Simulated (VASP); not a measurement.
Input of a VASP 6.6.1 run:

Contents of INCAR:

```
PREC = Accurate
ENCUT = 520
EDIFF = 1E-7
ISMEAR = 0
SIGMA = 0.3
LREAL = False
LASPH = True
NELM = 100
ALGO = Normal
ISIF = 2
LWAVE = False
LCHARG = False
GGA = PE
NBANDS = 16
```

The input KPOINTS:

```
Automatic mesh
0
Gamma
  15 15 4
```

The input POSCAR:

```
C
1.0
    2.4665665061      0.0000000000      0.0000000000
   -1.2332832531      2.1361092544      0.0000000000
    0.0000000000      0.0000000000      8.5267424969
C
4
Direct
    1.0000000000      1.0000000000      0.2500000000
    0.0000000000      0.0000000000      0.7500000000
    0.3333333333      0.6666666667      0.2500000000
    0.6666666667      0.3333333333      0.7500000000
```

Potentials or basis: VASP PAW PBE potentials, release 64 (C).

The run is started by

```console
$ cat potpaw_PBE.64/C/POTCAR > POTCAR
$ mpirun -np 1 vasp_std > vasp.out
```

Task: Predict the pressure.

Result: 0.4 GPa.

Task: Estimate the band gap on the k mesh.

Result: Zero (filled and empty bands touch).

Stress tensor (GPa, compression positive):
```
 0.55  0.00  0.00
 0.00  0.55  0.00
 0.00  0.00 -0.02
```

Caveat: so wide a smearing shifts energies and pressures; this functional lacks dispersion, which binds the layers, so the pressure and a relaxed spacing across them are unreliable.
